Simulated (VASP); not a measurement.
# Ti (Cmme) in VASP: a series of runs, part 2 of 2

VASP 6.6.1. Earlier steps stand in the parts before.

### Step 3. Single point, PBEsol (the distance across one plane changed)

The input, INCAR:

```
SYSTEM = Ti
PREC = Accurate
ENCUT = 520
EDIFF = 1E-6
ISMEAR = 0
SIGMA = 0.15
LREAL = .FALSE.
LASPH = .TRUE.
NELM = 80
ALGO = Fast
ISIF = 2
LWAVE = .FALSE.
LCHARG = .FALSE.
GGA = PS
NBANDS = 32
```

The input, KPOINTS:

```
regular mesh
0
G
  17 17 5
  0 0 0
```

The input, POSCAR:

```
Ti
1.0
   -1.6410000000      1.6410000000     -1.6410000000
   -1.6410000000     -1.6410000000      1.6410000000
    0.0000000000      7.0943300859      7.0943300859
Ti
4
Direct
    0.0000000000      0.0000000000      0.8095901841
    0.5000000000      0.5000000000      0.1156557406
    0.0000000000      0.0000000000      0.3469672217
    0.5000000000      0.5000000000      0.5782787029
```

Potentials or basis: VASP PAW PBE potentials, release 64 (Ti_sv).

Command:

```sh
> cat potpaw_PBE.64/Ti_sv/POTCAR > POTCAR
> mpirun -np 1 vasp_std > vasp.out
```

OUTCAR:

```text
SYSTEM = Ti
   PREC = Accurate
   ENCUT = 520
   EDIFF = 1E-6
   ISMEAR = 0
   LREAL = .FALSE.
   LASPH = .TRUE.
   NELM = 80
   ISIF = 2
   GGA = PS

 ion  position               nearest neighbor table
   1  0.000  0.000  0.810-   4 2.84   4 2.84
   2  0.500  0.500  0.116-   3 2.84   3 2.84
   3  0.000  0.000  0.347-   2 2.84   2 2.84   4 2.84   4 2.84
   4  0.500  0.500  0.578-   1 2.84   3 2.84   1 2.84   3 2.84

  LATTYP: Found a base centered orthorhombic cell.
 ALAT       =     3.2820000000
 B/A-ratio  =     1.4142135624
 C/A-ratio  =     3.0569463204

  Lattice vectors:

 A1 = (  -1.6410000000,   1.6410000000,  -1.6410000000)
 A2 = (  -1.6410000000,  -1.6410000000,   1.6410000000)
 A3 = (   0.0000000000,   7.0943300859,   7.0943300859)

Analysis of symmetry for initial positions (statically):
=====================================================================
 Subroutine PRICEL returns:
 Original cell was already a primitive cell.

 Routine SETGRP: Setting up the symmetry group for a
 base centered orthorhombic supercell.

 Subroutine GETGRP returns: Found  8 space group operations
 (whereof  4 operations were pure point group operations)
 out of a pool of  8 trial point group operations.

The static configuration has the point symmetry C_2v.
 The point group associated with its full space group is D_2h.

Analysis of symmetry for dynamics (positions and initial velocities):
=====================================================================
 Subroutine PRICEL returns:
 Original cell was already a primitive cell.

 Routine SETGRP: Setting up the symmetry group for a
 base centered orthorhombic supercell.

 Subroutine GETGRP returns: Found  8 space group operations
 (whereof  4 operations were pure point group operations)
 out of a pool of  8 trial point group operations.

The dynamic configuration has the point symmetry C_2v.
 The point group associated with its full space group is D_2h.

 Subroutine INISYM returns: Found  8 space group operations
 (whereof  4 operations are pure point group operations),
 and found     1 'primitive' translations

----------------------------------------------------------------------------------------

                                     Primitive cell

  volume of cell :      76.4167

  direct lattice vectors                    reciprocal lattice vectors
    -1.641000000  1.641000000 -1.641000000    -0.304692261  0.152346130 -0.152346130
    -1.641000000 -1.641000000  1.641000000    -0.304692261 -0.152346130  0.152346130
     0.000000000  7.094330086  7.094330086     0.000000000  0.070478818  0.070478818

  length of vectors
     2.842295375  2.842295375 10.032897823     0.373170284  0.373170284  0.099672100

  position of ions in fractional coordinates (direct lattice)
     0.000000000  0.000000000  0.809590184
     0.500000000  0.500000000  0.115655741
     0.000000000  0.000000000  0.346967222
     0.500000000  0.500000000  0.578278703

  ion indices of the primitive-cell ions
   primitive index   ion index
                 1           1
                 2           2
                 3           3
                 4           4

----------------------------------------------------------------------------------------

[... 25 lines left out ...]
            Coordinates               Weight
  0.000000  0.000000  0.000000      1.000000
  0.058824  0.000000  0.000000      4.000000
  0.117647  0.000000  0.000000      4.000000
  0.176471  0.000000  0.000000      4.000000
  0.235294  0.000000  0.000000      4.000000
  0.294118  0.000000  0.000000      4.000000
[... 16 lines left out ...]
 -0.176471  0.058824  0.000000      4.000000
 -0.117647  0.058824  0.000000      4.000000
 [... further k-points ...]
   k-points           NKPTS =    243   k-points in BZ     NKDIM =    243   number of bands    NBANDS=     32
   number of dos      NEDOS =    301   number of ions     NIONS =      4
   total plane-waves  NPLWV =  46080
   dimension x,y,z NGX =    24 NGY =   24 NGZ =   80
   dimension x,y,z NGXF=    48 NGYF=   48 NGZF=  160
   ions per type =               4
   NGX,Y,Z   is equivalent  to a cutoff of  14.04, 14.04, 13.26 a.u.
   NGXF,Y,Z  is equivalent  to a cutoff of  28.08, 28.08, 26.51 a.u.
 SYSTEM =  Ti
   PREC   = accura    normal or accurate (medium, high low for compatibility)
   ISTART =      0    job   : 0-new  1-cont  2-samecut
   ICHARG =      2    charge: 1-file 2-atom 10-const
   ISPIN  =      1    spin polarized calculation?
   LNONCOLLINEAR =      F non collinear calculations
   LSORBIT =      F    spin-orbit coupling
   LASPH  =      T    aspherical Exc in radial PAW
   ENCUT  =  520.0 eV  38.22 Ry    6.18 a.u.   5.28  5.28 18.65*2*pi/ulx,y,z
   NELM   =     80;   NELMIN=  2; NELMDL= -5     # of ELM steps
   EDIFF  = 0.1E-05   stopping-criterion for ELM
   LREAL  =      F    real-space projection
   EDIFFG = 0.1E-04   stopping-criterion for IOM
   NSW    =      0    number of steps for IOM
   IBRION =     -1    ionic relax: 0-MD 1-quasi-New 2-CG
   NFREE  =      0    steps in history (QN), initial steepest desc. (CG)
   ISIF   =      2    stress and relaxation
   ISYM   =      2    0-nonsym 1-usesym 2-fastsym
   POTIM  = 0.5000    time-step for ionic-motion
   TEBEG  =    0.0;   TEEND  =   0.0 temperature during run
   PSTRESS=    0.0 pullay stress
   NELECT =      48.0000    total number of electrons
   NUPDOWN=      -1.0000    fix difference up-down
   EMIN   =  10.00;   EMAX   =-10.00  energy-range for DOS
   EFERMI =   0.00;   METHOD = LEGACY
   ISMEAR =     0;   SIGMA  =   0.15  broadening in eV -4-tet -1-fermi 0-gaus
   EFERMI_NEDOS =   21; number of points for ismear=-14 and -15
   IALGO  =     68    algorithm
   IMIX   =      4    mixing-type and parameters
     AMIX     =   0.40;   BMIX     =  1.00
     AMIX_MAG =   1.60;   BMIX_MAG =  1.00
  volume/ion in A,a.u.               =      19.10       128.92
  Fermi-wavevector in a.u.,A,eV,Ry     =   1.402036  2.649463 26.745027  1.965704
  Thomas-Fermi vector in A             =   2.524837
   LORBIT       =      0    0 simple, 1 ext, 2 COOP (PROOUT), +10 PAW based schemes
   GGA     = PS    functional components
   LHFCALC =     F    Hartree Fock is set to
   AEXX    =    0.0000 exact exchange contribution
   IVDW    =     0    specifies the selected vdW correction
   LEPSILON=     F    determine dielectric tensor
   LRPA    =     F    only Hartree local field effects (RPA)
 non-spin polarized calculation
 RMM-DIIS sequential band-by-band and
 Gauss-broadening in eV      SIGMA  =   0.15
  energy-cutoff  :      520.00
  volume of cell :       76.42
 maximum number of plane-waves:      2084
 NGX is ok and might be reduce to    24
   NGX = 11   NGY = 11   NGZ = 37

 number of electron      47.9999998 magnetization

 Free energy of the ion-electron system (eV)
  ---------------------------------------------------
  ext. energy  EPLUGINS =         0.00000000
  ---------------------------------------------------
  free energy    TOTEN  =       -32.39807983 eV

  energy without entropy =      -32.29355978  energy(sigma->0) =      -32.34581980

 E-fermi :   7.0133     XC(G=0): -11.1399

 val. band max:        7.0117753123   @ k =   0.3529   0.1176   0.2000
 cond. band min:       7.0140872720   @ k =  -0.3529   0.1765   0.2000
 fundamental gap:      0.0023119597
 Fermi energy:         7.0132633407

 k-point     1 :       0.0000    0.0000    0.0000
  band No.  band energies     occupation
      1     -49.5242      2.00000
      2     -49.5185      2.00000
      3     -49.2900      2.00000
      4     -49.2284      2.00000
      5     -26.0124      2.00000
      6     -25.9102      2.00000
[... 829 lines left out ...]
     31       8.9405      0.00000
     32       9.0843      0.00000

 [... further k-points ...]

------------------------ aborting loop because EDIFF is reached ----------------------------------------

  FORCE on cell =-STRESS in cart. coord.  units (eV):
  Direction    XX          YY          ZZ          XY          YZ          ZX
  --------------------------------------------------------------------------------------
  -------------------------------------------------------------------------------------
  Total       -4.4754465     -5.4346762     -5.4346762     -0.0000000     -0.8315817      0.0000000
  in kB      -93.8336054   -113.9451148   -113.9451148     -0.0000000    -17.4352020      0.0000000
  external PRESSURE =    -107.2412783 kB  Pullay stress =       0.0000000 kB

 VOLUME and BASIS-vectors are now :
 -----------------------------------------------------------------------------
  energy-cutoff  :      520.00
  volume of cell :       76.42
      direct lattice vectors                 reciprocal lattice vectors
    -1.641000000  1.641000000 -1.641000000    -0.304692261  0.152346130 -0.152346130
    -1.641000000 -1.641000000  1.641000000    -0.304692261 -0.152346130  0.152346130
     0.000000000  7.094330086  7.094330086     0.000000000  0.070478818  0.070478818

 POSITION                                       TOTAL-FORCE (eV/Angst)
 -----------------------------------------------------------------------------------
      0.00000      5.74350      5.74350        -0.000000      0.169981      0.169981
     -1.64100      0.82050      0.82050         0.000000     -0.169981     -0.169981
      0.00000      2.46150      2.46150        -0.000000     -0.253405     -0.253405
     -1.64100      4.10250      4.10250        -0.000000      0.253405      0.253405
 -----------------------------------------------------------------------------------
    total drift:                                0.000000      0.000011      0.000011

  FREE ENERGIE OF THE ION-ELECTRON SYSTEM (eV)
  ---------------------------------------------------
  free  energy   TOTEN  =       -32.3980798299 eV

  energy  without entropy=      -32.2935597795  energy(sigma->0) =      -32.34581980
```

OSZICAR:

```text
N       E                     dE             d eps       ncg     rms          rms(c)
DAV:   1     0.624127188363E+03    0.62413E+03   -0.24733E+04 15600   0.185E+03
DAV:   2     0.416160803124E+02   -0.58251E+03   -0.56903E+03 15704   0.558E+02
DAV:   3    -0.298696267326E+02   -0.71486E+02   -0.68789E+02 25400   0.166E+02
[... 38 lines left out ...]
RMM:  42    -0.323980764872E+02   -0.13402E-05   -0.16506E-05 18034   0.162E-02    0.240E-02
RMM:  43    -0.323980776687E+02   -0.11814E-05   -0.14245E-05 17794   0.149E-02    0.244E-02
RMM:  44    -0.323980785815E+02   -0.91288E-06   -0.11510E-05 17156   0.137E-02    0.247E-02
RMM:  45    -0.323980792970E+02   -0.71549E-06   -0.10020E-05 17560   0.129E-02    0.246E-02
RMM:  46    -0.323980798299E+02   -0.53290E-06   -0.83279E-06 17905   0.122E-02
   1 F= -.32398080E+02 E0= -.32345820E+02  d E =-.104520E+00
```

stdout:

```text
POSCAR found type information on POSCAR Ti
 POSCAR found :  1 types and       4 ions
 scaLAPACK will be used
 -----------------------------------------------------------------------------
|                                                                             |
|                                                                             |
|     You enforced a specific xc type in the INCAR file but a different       |
[... 47 lines left out ...]
WARNING in EDDRMM: call to ZHEGV failed, returncode =   8  4     16
WARNING in EDDRMM: call to ZHEGV failed, returncode =   8  4     16
WARNING in EDDRMM: call to ZHEGV failed, returncode =   8  4      6
WARNING in EDDRMM: call to ZHEGV failed, returncode =   8  4     13
WARNING in EDDRMM: call to ZHEGV failed, returncode =   8  4     15
WARNING in EDDRMM: call to ZHEGV failed, returncode =   8  4     28
WARNING in EDDRMM: call to ZHEGV failed, returncode =   8  4     15
```

Wall time 16 min (1 thread of Intel Xeon 6975P-C (Granite Rapids), shared host); peak memory 0.52 GiB.

What came out:

| Quantity | Value |
| --- | --- |
| Free energy | -32.3981 eV |
| Pressure | -10.7 GPa |
| Largest force | 0.358 eV/Å |
| Band gap on the k mesh | zero (bands 24 and 25 overlap by 1.01 eV) |

Forces on the atoms (eV/Å):
```
Ti   0.000  0.170  0.170
Ti   0.000 -0.170 -0.170
Ti   0.000 -0.253 -0.253
Ti   0.000  0.253  0.253
```

Stress tensor (GPa, compression positive):
```
 -9.38   0.00   0.00
  0.00 -11.39  -1.74
  0.00  -1.74 -11.39
```

Caveat: the cell differs from its parent crystal (the distance across one plane changed); the cell stands under tension; the PAW data sets were made with another functional, which shifts forces and pressure a little.
